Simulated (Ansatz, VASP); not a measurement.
**Mg2Zn3O5: VASP beside Ansatz**

INCAR

```
SYSTEM = Mg2Zn3O5
ALGO = Normal
EDIFF = 1E-6
ENCUT = 520
GGA = PE
ISIF = 2
ISMEAR = 0
LASPH = .True.
LCHARG = .False.
LREAL = .False.
LWAVE = .False.
NBANDS = 46
NELM = 60
PREC = Accurate
SIGMA = 0.1
```

Contents of KPOINTS:

```
k-points
0
Gamma
  8 8 8
  0 0 0
```

POSCAR

```
Mg2Zn3O5
1.0
   -1.6335155400      1.6335155400     11.5506991800
    1.6335155400     -1.6335155400     11.5506991800
    1.6335155400      1.6335155400    -11.5506991800
Mg Zn O
2 3 5
Direct
    0.3000000000      0.3000000000      0.0000000000
    0.7000000000      0.7000000000      0.0000000000
    0.9000000000      0.9000000000      0.0000000000
    0.1000000000      0.1000000000      0.0000000000
    0.5000000000      0.5000000000      0.0000000000
    0.8000000000      0.8000000000      0.0000000000
    0.2000000000      0.2000000000      0.0000000000
    0.6000000000      0.6000000000      0.0000000000
    0.0000000000      0.0000000000      0.0000000000
    0.4000000000      0.4000000000      0.0000000000
```

Input for Ansatz:

```yaml
crystal:
  lattice:
    - [-1.63351554, 1.63351554, 11.55069918]
    - [1.63351554, -1.63351554, 11.55069918]
    - [1.63351554, 1.63351554, -11.55069918]
  atoms:
    - { symbol: Mg, position: [0.3, 0.3, 0.0] }
    - { symbol: Mg, position: [0.7, 0.7, 0.0] }
    - { symbol: Zn, position: [0.9, 0.9, 0.0] }
    - { symbol: Zn, position: [0.1, 0.1, 0.0] }
    - { symbol: Zn, position: [0.5, 0.5, 0.0] }
    - { symbol: O, position: [0.8, 0.8, 0.0] }
    - { symbol: O, position: [0.2, 0.2, 0.0] }
    - { symbol: O, position: [0.6, 0.6, 0.0] }
    - { symbol: O, position: [0.0, 0.0, 0.0] }
    - { symbol: O, position: [0.4, 0.4, 0.0] }
basis:
  ecutwfc: 420
kpoints:
  mp_grid: { grid: [8, 8, 8] }
hamiltonian:
  xc: pbe
scf:
  occupations: { method: gaussian, width: 0.1 }
  lower_state_search: "off"
output:
  forces: true
  stress: true
  eigenvalues: true
```

Alike in both runs: task single point; functional PBE; k mesh 8 × 8 × 8; occupations gaussian, width 0.1 eV; no spin polarisation.

|  | VASP | Ansatz |
| --- | --- | --- |
| version | VASP 6.6.1 | Ansatz 0.2.0 |
| potentials or method | VASP PAW PBE potentials, release 64 (Mg, Zn, O), cutoff 520 eV | scalar-relativistic, plane waves, PAW |
| valence electrons in the cell | 70 | 86 |

|  | VASP | Ansatz | Ansatz less VASP |
| --- | --- | --- | --- |
| gap on the k mesh at the Fermi level (eV) | 0.59 | 0.61 | +0.021 |
| least direct gap on the mesh (eV) | 1.21 | 1.23 | +0.017 |
| pressure (GPa) | -21.4 | -21.3 | +0.05 |
| traceless stress, the component that is largest in VASP (GPa) | -0.06 | -0.06 | -0.004 |
| rms of the force components (eV/Å) | 0.100 | 0.095 | -0.0054 |

Atom by atom the forces differ by 0.010 eV/Å (rms over components). VASP's potentials hold 70 valence electrons a cell and Ansatz's 86, so a difference there can come from the potentials and not from the codes.
